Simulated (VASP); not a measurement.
# WSe2 (P6_3/mmc) in VASP: a series of runs

The runs below take WSe2 through single point, relaxation of cell and atoms, with LDA.

All numbers are computed with VASP 6.6.1; they aren't measurements. Logs are shortened: lines on timing, memory, paths and dates and some standing lists are left out, and cuts for length are marked.

**The experiment to reproduce.**

“Time-resolved XUV ARPES with tunable 24–33 eV laser pulses at 30 meV resolution”, 2019, pmc:6684652 reports, for a bulk crystal of WSe2: band gap 1.3 eV (indirect).

The runs below are set against these values where they give the same quantity.

## (1) The cell of the first run

Symmetry: P6_3/mmc, No. 194, hexagonal system. The conventional cell has a = 3.250 Å, b = 3.250 Å, c = 12.820 Å, α = 90.00°, β = 90.00°, γ = 120.00°. Within 3.3 Å of W (site symmetry -6m2) lie 6 Se at 2.51 Å and 6 W at 3.25 Å. Se (site symmetry 3m) has 3 W at 2.51 Å and 7 Se at 3.25 to 3.33 Å within 3.4 Å.

## (2) Single point, LDA

INCAR reads:

```
ALGO     = Normal         # electronic algorithm
EDIFF    = 1E-6           # SCF threshold, eV
ENCUT    = 520            # plane-wave cutoff, eV
ISIF     = 2              # what is computed and relaxed
ISMEAR   = 0              # smearing method
LASPH    = T              # aspherical terms in the spheres
LCHARG   = F              # write CHGCAR
LREAL    = F              # projectors in reciprocal space
LWAVE    = F              # write WAVECAR
NBANDS   = 35             # bands
NELM     = 80             # most SCF steps
PREC     = Accurate       # precision mode
SIGMA    = 0.01           # smearing width, eV
```

KPOINTS reads:

```
k-points
0
Gamma
  12 12 3
```

POSCAR reads:

```
WSe2
1.0
    3.2496979876      0.0000000000      0.0000000000
   -1.6248489938      2.8143210119      0.0000000000
    0.0000000000      0.0000000000     12.8204101441
W Se
2 4
Direct
    0.3333333333      0.6666666667      0.2500000000
    0.6666666667      0.3333333333      0.7500000000
    0.3333333333      0.6666666667      0.6199817724
    0.6666666667      0.3333333333      0.1199817724
    0.3333333333      0.6666666667      0.8800182276
    0.6666666667      0.3333333333      0.3800182276
```

Potentials or basis: VASP PAW LDA potentials, release 64 (W_sv, Se).

On the command line:

```bash
> cat potpaw_LDA.64/W_sv/POTCAR potpaw_LDA.64/Se/POTCAR > POTCAR
> mpirun -np 1 vasp_std > vasp.out
```

OUTCAR:

```text
EDIFF = 1E-6
   ENCUT = 520
   ISIF = 2
   ISMEAR = 0
   LASPH = T
   LREAL = F
   NELM = 80
   PREC = Accurate

 ion  position               nearest neighbor table
   1  0.333  0.667  0.250-   4 2.51   6 2.51   4 2.51   6 2.51   4 2.51   6 2.51
   2  0.667  0.333  0.750-   3 2.51   5 2.51   3 2.51   5 2.51   3 2.51   5 2.51
   3  0.333  0.667  0.620-   2 2.51   2 2.51   2 2.51
   4  0.667  0.333  0.120-   1 2.51   1 2.51   1 2.51
   5  0.333  0.667  0.880-   2 2.51   2 2.51   2 2.51
   6  0.667  0.333  0.380-   1 2.51   1 2.51   1 2.51

  LATTYP: Found a hexagonal cell.
 ALAT       =     3.2496979876
 C/A-ratio  =     3.9451081894

  Lattice vectors:

 A1 = (   3.2496979876,   0.0000000000,   0.0000000000)
 A2 = (  -1.6248489938,   2.8143210119,   0.0000000000)
 A3 = (   0.0000000000,   0.0000000000,  12.8204101441)

Analysis of symmetry for initial positions (statically):
=====================================================================
 Subroutine PRICEL returns:
 Original cell was already a primitive cell.

 Routine SETGRP: Setting up the symmetry group for a
 hexagonal supercell.

 Subroutine GETGRP returns: Found 24 space group operations
 (whereof 12 operations were pure point group operations)
 out of a pool of 24 trial point group operations.

The static configuration has the point symmetry D_3d.
 The point group associated with its full space group is D_6h.

Analysis of symmetry for dynamics (positions and initial velocities):
=====================================================================
 Subroutine PRICEL returns:
 Original cell was already a primitive cell.

 Routine SETGRP: Setting up the symmetry group for a
 hexagonal supercell.

 Subroutine GETGRP returns: Found 24 space group operations
 (whereof 12 operations were pure point group operations)
 out of a pool of 24 trial point group operations.

The dynamic configuration has the point symmetry D_3d.
 The point group associated with its full space group is D_6h.

 Subroutine INISYM returns: Found 24 space group operations
 (whereof 12 operations are pure point group operations),
 and found     1 'primitive' translations

----------------------------------------------------------------------------------------

                                     Primitive cell

  volume of cell :     117.2515

  direct lattice vectors                    reciprocal lattice vectors
     3.249697988  0.000000000  0.000000000     0.307720903  0.177662746  0.000000000
    -1.624848994  2.814321012  0.000000000     0.000000000  0.355325493  0.000000000
     0.000000000  0.000000000 12.820410144     0.000000000  0.000000000  0.078000625

  length of vectors
     3.249697988  3.249697988 12.820410144     0.355325493  0.355325493  0.078000625

  position of ions in fractional coordinates (direct lattice)
     0.333333333  0.666666667  0.250000000
     0.666666667  0.333333333  0.750000000
     0.333333333  0.666666667  0.619981772
     0.666666667  0.333333333  0.119981772
     0.333333333  0.666666667  0.880018228
     0.666666667  0.333333333  0.380018228

  ion indices of the primitive-cell ions
   primitive index   ion index
                 1           1
                 2           2
                 3           3
                 4           4
                 5           5
                 6           6

----------------------------------------------------------------------------------------

 KPOINTS: k-points

Automatic generation of k-mesh.
 Grid dimensions read from file:
 generate k-points for:   12   12    3

 Generating k-lattice:

  Cartesian coordinates                     Fractional coordinates (reciprocal lattice)
     0.025643409  0.014805229  0.000000000     0.083333333  0.000000000  0.000000000
     0.000000000  0.029610458  0.000000000     0.000000000  0.083333333  0.000000000
     0.000000000  0.000000000  0.026000208     0.000000000  0.000000000  0.333333333

  Length of vectors
     0.029610458  0.029610458  0.026000208

  Shift w.r.t. Gamma in fractional coordinates (k-lattice)
     0.000000000  0.000000000  0.000000000

 Subroutine IBZKPT returns following result:
 ===========================================

 Found     38 irreducible k-points:

 Following reciprocal coordinates:
            Coordinates               Weight
  0.000000  0.000000  0.000000      1.000000
  0.083333  0.000000  0.000000      6.000000
  0.166667  0.000000  0.000000      6.000000
  0.250000  0.000000  0.000000      6.000000
  0.333333  0.000000  0.000000      6.000000
  0.416667  0.000000  0.000000      6.000000
[... 16 lines left out ...]
  0.250000  0.000000  0.333333     12.000000
  0.333333  0.000000  0.333333     12.000000
 [... further k-points ...]
   k-points           NKPTS =     38   k-points in BZ     NKDIM =     38   number of bands    NBANDS=     35
   number of dos      NEDOS =    301   number of ions     NIONS =      6
   total plane-waves  NPLWV =  55296
   dimension x,y,z NGX =    24 NGY =   24 NGZ =   96
   dimension x,y,z NGXF=    48 NGYF=   48 NGZF=  192
   ions per type =               2   4
   NGX,Y,Z   is equivalent  to a cutoff of  12.28, 12.28, 12.45 a.u.
   NGXF,Y,Z  is equivalent  to a cutoff of  24.56, 24.56, 24.90 a.u.
 SYSTEM =  unknown system
   PREC   = accura    normal or accurate (medium, high low for compatibility)
   ISTART =      0    job   : 0-new  1-cont  2-samecut
   ICHARG =      2    charge: 1-file 2-atom 10-const
   ISPIN  =      1    spin polarized calculation?
   LNONCOLLINEAR =      F non collinear calculations
   LSORBIT =      F    spin-orbit coupling
   LASPH  =      T    aspherical Exc in radial PAW
   ENCUT  =  520.0 eV  38.22 Ry    6.18 a.u.   6.04  6.04 23.84*2*pi/ulx,y,z
   NELM   =     80;   NELMIN=  2; NELMDL= -5     # of ELM steps
   EDIFF  = 0.1E-05   stopping-criterion for ELM
   LREAL  =      F    real-space projection
[... 7 lines left out ...]
   TEBEG  =    0.0;   TEEND  =   0.0 temperature during run
   PSTRESS=    0.0 pullay stress
   NELECT =      52.0000    total number of electrons
   NUPDOWN=      -1.0000    fix difference up-down
   EMIN   =  10.00;   EMAX   =-10.00  energy-range for DOS
   EFERMI =   0.00;   METHOD = LEGACY
   ISMEAR =     0;   SIGMA  =   0.01  broadening in eV -4-tet -1-fermi 0-gaus
   EFERMI_NEDOS =   21; number of points for ismear=-14 and -15
   IALGO  =     38    algorithm
   IMIX   =      4    mixing-type and parameters
     AMIX     =   0.40;   BMIX     =  1.00
     AMIX_MAG =   1.60;   BMIX_MAG =  1.00
  volume/ion in A,a.u.               =      19.54       131.88
  Fermi-wavevector in a.u.,A,eV,Ry     =   1.248446  2.359221 21.206277  1.558617
  Thomas-Fermi vector in A             =   2.382532
   LORBIT       =      0    0 simple, 1 ext, 2 COOP (PROOUT), +10 PAW based schemes
   GGA     = CA    functional components
   LHFCALC =     F    Hartree Fock is set to
   AEXX    =    0.0000 exact exchange contribution
   IVDW    =     0    specifies the selected vdW correction
   LEPSILON=     F    determine dielectric tensor
   LRPA    =     F    only Hartree local field effects (RPA)
 non-spin polarized calculation
 Gauss-broadening in eV      SIGMA  =   0.01
  energy-cutoff  :      520.00
  volume of cell :      117.25
 maximum number of plane-waves:      3201
   NGX = 13   NGY = 13   NGZ = 47

 number of electron      51.9999989 magnetization

 Free energy of the ion-electron system (eV)
  ---------------------------------------------------
  ext. energy  EPLUGINS =         0.00000000
  ---------------------------------------------------
  free energy    TOTEN  =       -48.49154387 eV

  energy without entropy =      -48.49154387  energy(sigma->0) =      -48.49154387

 E-fermi :   6.7617     XC(G=0): -11.1953

 val. band max:        6.6701538049   @ k =   0.0000   0.0000   0.0000
 cond. band min:       7.5453554829   @ k =   0.1667   0.1667   0.0000
 fundamental gap:      0.8752016780
 Fermi energy:         6.7617371883

 k-point     1 :       0.0000    0.0000    0.0000
  band No.  band energies     occupation
      1     -67.1660      2.00000
      2     -67.1660      2.00000
      3     -31.7140      2.00000
      4     -31.7139      2.00000
      5     -31.5396      2.00000
      6     -31.5396      2.00000
[... 27 lines left out ...]
     34       9.7395      0.00000
     35      11.3227      0.00000

 k-point     2 :       0.0833    0.0000    0.0000
  band No.  band energies     occupation
      1     -67.1651      2.00000
      2     -67.1651      2.00000
      3     -31.7103      2.00000
      4     -31.7103      2.00000
      5     -31.5583      2.00000
      6     -31.5583      2.00000
[... 27 lines left out ...]
     34       9.6676      0.00000
     35      11.9684      0.00000

 k-point     3 :       0.1667    0.0000    0.0000
  band No.  band energies     occupation
      1     -67.1628      2.00000
      2     -67.1628      2.00000
      3     -31.7004      2.00000
      4     -31.7004      2.00000
      5     -31.6091      2.00000
      6     -31.6091      2.00000
[... 27 lines left out ...]
     34      10.1445      0.00000
     35      12.9019      0.00000

 k-point     4 :       0.2500    0.0000    0.0000
  band No.  band energies     occupation
      1     -67.1595      2.00000
      2     -67.1595      2.00000
      3     -31.6869      2.00000
      4     -31.6868      2.00000
      5     -31.6778      2.00000
      6     -31.6778      2.00000
[... 27 lines left out ...]
     34      10.6251      0.00000
     35      13.1388      0.00000

 k-point     5 :       0.3333    0.0000    0.0000
  band No.  band energies     occupation
      1     -67.1563      2.00000
      2     -67.1563      2.00000
      3     -31.7457      2.00000
      4     -31.7457      2.00000
      5     -31.6733      2.00000
      6     -31.6733      2.00000
[... 638 lines left out ...]
 k-point    22 :       0.1667    0.0000    0.3333
  band No.  band energies     occupation
      1     -67.1628      2.00000
      2     -67.1628      2.00000
      3     -31.7004      2.00000
      4     -31.7004      2.00000
      5     -31.6091      2.00000
      6     -31.6091      2.00000
[... 27 lines left out ...]
     34      10.1016      0.00000
     35      13.0440      0.00000

 k-point    23 :       0.2500    0.0000    0.3333
  band No.  band energies     occupation
      1     -67.1595      2.00000
      2     -67.1595      2.00000
      3     -31.6869      2.00000
      4     -31.6869      2.00000
      5     -31.6778      2.00000
      6     -31.6778      2.00000
[... 27 lines left out ...]
     34      10.5432      0.00000
     35      13.0849      0.00000

 k-point    24 :       0.3333    0.0000    0.3333
  band No.  band energies     occupation
      1     -67.1563      2.00000
      2     -67.1563      2.00000
      3     -31.7457      2.00000
      4     -31.7457      2.00000
      5     -31.6733      2.00000
      6     -31.6733      2.00000
[... 27 lines left out ...]
     34      10.8466      0.00000
     35      12.1738      0.00000

 [... further k-points ...]

------------------------ aborting loop because EDIFF is reached ----------------------------------------

  FORCE on cell =-STRESS in cart. coord.  units (eV):
  Direction    XX          YY          ZZ          XY          YZ          ZX
  --------------------------------------------------------------------------------------
  -------------------------------------------------------------------------------------
  Total        0.5302860      0.5302860      0.6661251      0.0000000     -0.0000000      0.0000000
  in kB        7.2460645      7.2460645      9.1022298      0.0000000     -0.0000000      0.0000000
  external PRESSURE =       7.8647863 kB  Pullay stress =       0.0000000 kB

 VOLUME and BASIS-vectors are now :
 -----------------------------------------------------------------------------
  energy-cutoff  :      520.00
  volume of cell :      117.25
      direct lattice vectors                 reciprocal lattice vectors
     3.249697988  0.000000000  0.000000000     0.307720903  0.177662746  0.000000000
    -1.624848994  2.814321012  0.000000000     0.000000000  0.355325493  0.000000000
     0.000000000  0.000000000 12.820410144     0.000000000  0.000000000  0.078000625

 POSITION                                       TOTAL-FORCE (eV/Angst)
 -----------------------------------------------------------------------------------
     -0.00000      1.87621      3.20510         0.000000     -0.000000      0.000000
      1.62485      0.93811      9.61531        -0.000000      0.000000      0.000000
     -0.00000      1.87621      7.94842         0.000000      0.000000     -0.101784
      1.62485      0.93811      1.53822        -0.000000      0.000000     -0.101784
     -0.00000      1.87621     11.28219         0.000000      0.000000      0.101784
      1.62485      0.93811      4.87199        -0.000000      0.000000      0.101784
 -----------------------------------------------------------------------------------
    total drift:                               -0.000000      0.000000     -0.000000

  FREE ENERGIE OF THE ION-ELECTRON SYSTEM (eV)
  ---------------------------------------------------
  free  energy   TOTEN  =       -48.4915438701 eV

  energy  without entropy=      -48.4915438701  energy(sigma->0) =      -48.49154387
```

Wall time 2.6 min (1 thread of Oxide Virtual Turin-like, shared host); peak memory 0.23 GiB.

Results:

```yaml
Free_energy: -48.4915 eV
Pressure: 0.8 GPa
Largest_force: 0.102 eV/Å
Band_gap_on_the_k_mesh: 0.88 eV (least direct gap 1.62 eV)
```

Forces in eV/Å, atoms in the order of the input:
```
W    0.000  0.000  0.000
W    0.000  0.000  0.000
Se   0.000  0.000 -0.102
Se   0.000  0.000 -0.102
Se   0.000  0.000  0.102
Se   0.000  0.000  0.102
```

Stress tensor (GPa, compression positive):
```
0.72 0.00 0.00
0.00 0.72 0.00
0.00 0.00 0.91
```

Levels at points of the mesh, in eV from the valence-band top:
```
           k point  band 23  band 24  band 25  band 26  band 27  band 28  band 29  band 30
(0.00, 0.00, 0.00)    -1.50    -1.28    -1.01     0.00     2.72     2.72     2.78     2.78
(0.50, 0.00, 0.00)    -1.48    -1.33    -1.32    -1.03     2.20     2.24     2.30     2.75
```

Caveat: spin-orbit coupling is left out, which moves the levels of the heavy elements.

[end of part 1 of 2]
